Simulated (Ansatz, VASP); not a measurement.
# One calculation of NaF, two programs

```
CELL_PARAMETERS angstrom
0.00000 2.32330 2.32330
2.32330 0.00000 2.32330
2.32330 2.32330 0.00000
ATOMIC_POSITIONS crystal
Na 0.00000 0.00000 0.00000
F 0.53766 0.53766 0.46234
```

Change from the starting cell: all F atoms moved +0.175 Å, as atom 2 along Cartesian [0 0 1].

Alike in both runs: task single point; functional PBEsol; k mesh 8 × 8 × 8; occupations gaussian, width 0.05 eV; no spin polarisation.

|  | VASP | Ansatz |
| --- | --- | --- |
| version | VASP 6.6.1 | Ansatz 0.2.0 |
| potentials or method | VASP PAW PBE potentials, release 64 (Na_pv, F), cutoff 520 eV | scalar-relativistic, plane waves, PAW |
| valence electrons in the cell | 14 | 16 |

Ansatz gave:

- gap on the k mesh at the Fermi level (eV): 6.14
- least direct gap on the mesh (eV): 6.14
- pressure (GPa): 0.4
- traceless stress, the component that is largest in VASP (GPa): 2.23
- rms of the force components (eV/Å): 0.253

Task: What did VASP give for the same quantities?

Result: gap on the k mesh at the Fermi level (eV): 6.12; least direct gap on the mesh (eV): 6.12; pressure (GPa): 0.4; traceless stress, the component that is largest in VASP (GPa): 2.34; rms of the force components (eV/Å): 0.265.

VASP's potentials were made for PBE, not for PBEsol. Atom by atom the forces differ by 0.012 eV/Å (rms over components). VASP's potentials hold 14 valence electrons a cell and Ansatz's 16, so a difference there can come from the potentials and not from the codes.
